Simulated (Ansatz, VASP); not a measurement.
# RbBr in VASP and in Ansatz

```
CELL_PARAMETERS angstrom
-0.04082 3.86950 3.86950
3.86950 -0.04082 3.86950
3.82867 3.82867 0.00000
ATOMIC_POSITIONS crystal
Rb 0.99759 0.99759 0.00241
Br 0.25241 0.25241 0.24759
```

Change from the starting cell: shear_xy strain -2.1%.

Alike in both runs: task single point; functional PBE; k mesh 6 × 6 × 6; occupations fermi-dirac, width 0.02 eV; no spin polarisation.

```csv
,VASP,Ansatz
version,VASP 6.6.1,Ansatz 0.2.0
potentials or method,"VASP PAW PBE potentials, release 64 (Rb_sv, Br)","plane waves, PAW"
plane-wave cutoff (eV),520,420
valence electrons in the cell,16,16
```

|  | VASP | Ansatz | Ansatz less VASP |
| --- | --- | --- | --- |
| gap on the k mesh at the Fermi level (eV) | 4.06 | 4.06 | 0.000 |
| pressure (GPa) | 0.2 | 0.2 | -0.01 |

Ansatz's warnings: xc potential rough in thin density.
